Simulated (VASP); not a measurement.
## Mo: single point with PBEsol

Mo:

```
CELL_PARAMETERS angstrom
2.73551 0.00000 0.00000
-1.36776 2.36902 0.00000
0.00000 0.00000 2.55518
ATOMIC_POSITIONS crystal
Mo 0.00000 0.00000 0.50000
```

```json
{
  "Program": "VASP 6.6.1",
  "Task": "single point",
  "Functional": "PBEsol",
  "Potentials or basis": "VASP PAW PBE potentials, release 64 (Mo_sv)",
  "Cutoff": "520 eV",
  "k mesh": "12 × 12 × 11",
  "Occupations": "methfessel-paxton, width 0.05 eV",
  "Spin": "no spin polarisation"
}
```

The pressure is -4.2 GPa and the band gap on the k mesh is zero (band 7 reaches 12.41 eV, above the bottom of band 8 at 10.54 eV).

Stress tensor (GPa, compression positive):
```
 -1.14   0.00   0.00
  0.00  -1.14   0.00
  0.00   0.00 -10.25
```

Levels at points of the mesh, in eV from the Fermi level:
| k point | band 5 | band 6 | band 7 | band 8 | band 9 | band 10 |
| --- | --- | --- | --- | --- | --- | --- |
| (0.00, 0.00, 0.00) | -6.88 | -4.39 | -0.95 | -0.95 | 4.06 | 4.06 |
| (0.50, 0.00, 0.00) | -4.99 | -3.21 | 0.92 | 0.98 | 3.39 | 4.39 |

Wall time 7.8 s on 1 thread of Intel(R) Xeon(R) 6975P-C (Granite Rapids) (shared host), peak memory 0.14 GiB.

Caveat: the PAW data sets were made with another functional, which shifts forces and pressure a little.
